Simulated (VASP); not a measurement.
# ScAl3N4 (sol2): single point with PBEsol

ScAl3N4 (sol2):

```
Sc Al N
1.0
    -3.09952    0.00000    0.00000
     0.00000    5.41324   -0.00227
     1.54976   -2.70467   -5.14150
Sc Al N
1 3 4
Cartesian
  0.0000 1.7835 0.0140
  -1.5498 4.5269 -0.0006
  -1.5498 0.8995 -2.5976
  0.0000 3.6181 -2.5044
  -1.5498 -0.9157 -3.0765
  0.0000 1.8304 -3.2018
  -1.5498 0.8068 -0.7369
  0.0000 3.6950 -0.6157
```

This cell differs from its parent crystal: strained cell.

```
Program             : VASP 6.6.1
Task                : single point
Functional          : PBEsol
Potentials or basis : VASP PAW PBE potentials, release 64 (Sc_sv, Al, N)
Cutoff              : 600 eV
k mesh              : 8 × 6 × 8
Occupations         : gaussian, width 0.02 eV
Spin                : no spin polarisation
```

The pressure is 10.8 GPa, the largest force is 0.074 eV/Å and the band gap on the k mesh is 4.07 eV, indirect (least direct gap 4.11 eV).

Forces in eV/Å, atoms in the order of the input:
```
Sc   0.000  0.015  0.023
Al   0.000 -0.004  0.009
Al   0.000  0.003 -0.006
Al   0.000 -0.003 -0.001
N    0.000 -0.001  0.045
N    0.000  0.001 -0.004
N    0.000 -0.057 -0.047
N    0.000  0.047 -0.018
```

Stress tensor (GPa, compression positive):
```
14.63  0.00  0.00
 0.00 13.42  0.32
 0.00  0.32  4.34
```

Levels at points of the mesh, in eV from the valence-band top:
```csv
k point,band 18,band 19,band 20,band 21,band 22,band 23
"(0.00, 0.00, 0.00)",-0.41,-0.31,-0.19,4.08,4.39,4.76
"(0.50, 0.00, 0.00)",-0.96,-0.37,-0.09,4.44,4.81,5.30
"(0.00, 0.50, 0.00)",-0.60,-0.38,-0.10,4.75,5.58,5.96
"(0.50, 0.50, 0.00)",-0.90,-0.18,-0.02,4.37,4.49,4.96
"(0.00, 0.00, 0.50)",-0.63,-0.29,-0.19,4.29,4.88,5.89
"(0.00, 0.50, 0.50)",-0.81,0.00,0.00,4.81,5.19,5.87
```

It took 7.4 min on 1 thread of AMD EPYC 9R45 (Zen 5), with other jobs on the host, peak memory 0.44 GiB.

Caveat: the cell differs from its parent crystal (strained cell); the PAW data sets were made with another functional, which shifts forces and pressure a little. A k mesh can miss the band edges.
